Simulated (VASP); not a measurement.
## Ni2Ge: single point with r2SCAN

The system is Ni2Ge.

```
CELL_PARAMETERS angstrom
3.89858 0.00000 0.00000
-1.94929 3.37627 0.00000
0.00000 0.00000 4.93663
ATOMIC_POSITIONS crystal
Ni 0.66667 0.33333 0.25000
Ni 0.33333 0.66667 0.75000
Ni 0.00000 0.00000 0.00000
Ni 0.00000 0.00000 0.50000
Ge 0.66667 0.33333 0.75000
Ge 0.33333 0.66667 0.25000
```

This cell differs from its parent crystal: equal strain along all axes, cell held: -2.0 %.

- Program: VASP 6.6.1
- Task: single point
- Functional: r2SCAN
- Potentials or basis: VASP PAW PBE potentials, release 64 (Ni, Ge_d)
- Cutoff: 520 eV
- k mesh: 12 × 12 × 8
- Occupations: gaussian, width 0.1 eV
- Spin: no spin polarisation
- Dipole correction: no
- Further INCAR settings: ALGO = Normal; EDIFF = 1e-06; NBANDS = 43

| Quantity | Value |
| --- | --- |
| Pressure | 14.2 GPa |
| Band gap on the k mesh | zero (bands 34 and 35 overlap by 3.41 eV) |

Stress tensor (GPa, compression positive):
```
15.05  0.00  0.00
 0.00 15.05  0.00
 0.00  0.00 12.59
```

Levels at points of the mesh, in eV from the Fermi level:
| k point | band 30 | band 31 | band 32 | band 33 | band 34 | band 35 | band 36 | band 37 | band 38 | band 39 |
| --- | --- | --- | --- | --- | --- | --- | --- | --- | --- | --- |
| (0.00, 0.00, 0.00) | -1.12 | -0.67 | -0.67 | 0.11 | 2.77 | 2.98 | 2.98 | 3.14 | 3.14 | 3.55 |
| (0.50, 0.00, 0.00) | -1.48 | -1.33 | -1.31 | -1.13 | -0.72 | -0.61 | 0.96 | 1.92 | 3.50 | 3.92 |
| (0.00, 0.00, 0.50) | -1.27 | -1.27 | -1.27 | 1.92 | 1.92 | 3.56 | 3.56 | 3.56 | 3.56 | 4.85 |
| (0.50, 0.00, 0.50) | -1.68 | -1.34 | -1.34 | -0.95 | -0.95 | 0.97 | 0.97 | 2.99 | 2.99 | 6.69 |

Run time: 13 min on 1 thread of Intel(R) Xeon(R) 6975P-C (Granite Rapids) (shared host), peak memory 0.35 GiB.

Caveat: the cell differs from its parent crystal (equal strain along all axes, cell held: -2.0 %); the cell stands under pressure; the PAW data sets were made with another functional, which shifts forces and pressure a little. Spin polarisation is off, so any magnetic state and its effect on volume and gap are missing.
